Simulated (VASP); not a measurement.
Runs of VASP 6.6.1 on Zn. The structure is that of space group P6_3/mmc (No. 194), or close to it. The cells are those of the table. 

```csv
task,level,potentials or basis,cell,gap on the mesh (eV),pressure (GPa),largest force (eV/Å)
single point,PBE,"VASP PAW PBE potentials, release 64 (Zn)","a = 2.665, b = 2.619, c = 4.947 Å, angles 90.0, 90.0, 118.3°, 2 atoms",none,0.2,0.01
electric field gradients,LDA,"VASP PAW LDA potentials, release 64 (Zn)","a = 2.665, b = 2.665, c = 4.947 Å, angles 90.0, 90.0, 120.0°, 2 atoms",none,-8.5,-
single point,LDA,"VASP PAW LDA potentials, release 64 (Zn)","a = 2.665, b = 2.665, c = 4.947 Å, angles 90.0, 90.0, 120.0°, 2 atoms",none,-8.6,-
single point,PBE,"VASP PAW PBE potentials, release 64 (Zn)","a = 2.691, b = 2.691, c = 4.947 Å, angles 90.0, 90.0, 120.0°, 2 atoms",none,-1.7,-
electric field gradients,PBEsol,"VASP PAW PBE potentials, release 64 (Zn)","a = 2.700, b = 2.700, c = 5.012 Å, angles 90.0, 90.0, 120.0°, 2 atoms",none,-7.4,-
electric field gradients,revPBE,"VASP PAW PBE potentials, release 64 (Zn)","a = 2.665, b = 2.665, c = 4.947 Å, angles 90.0, 90.0, 120.0°, 2 atoms",none,2.1,-
electric field gradients,PBE,"VASP PAW PBE potentials, release 64 (Zn)","a = 2.691, b = 2.691, c = 4.947 Å, angles 90.0, 90.0, 120.0°, 2 atoms",none,-1.7,-
single point,PBEsol,"VASP PAW PBE potentials, release 64 (Zn)","a = 2.665, b = 2.665, c = 4.947 Å, angles 90.0, 90.0, 120.0°, 2 atoms",none,(c),-
single point,PBE,"VASP PAW PBE potentials, release 64 (Zn)","a = 2.665, b = 2.665, c = 4.947 Å, angles 90.0, 90.0, 120.0°, 2 atoms",none,(a),-
electric field gradients,PBE,"VASP PAW PBE potentials, release 64 (Zn)","a = 2.665, b = 2.619, c = 4.947 Å, angles 90.0, 90.0, 118.3°, 2 atoms",none,(b),0.01
```

Alike in all rows: no spin polarisation; k mesh 16 × 16 × 8; cutoff (eV) 520; smearing fermi-dirac 0.03 eV.

Task: Fill in the values left out.

Result: (a) -0.1; (b) 0.1; (c) -5.2.

Caveats: the PAW data sets were made with another functional, which shifts forces and pressure a little (some runs).

A gap of «none» marks levels without a gap at the run's occupations.
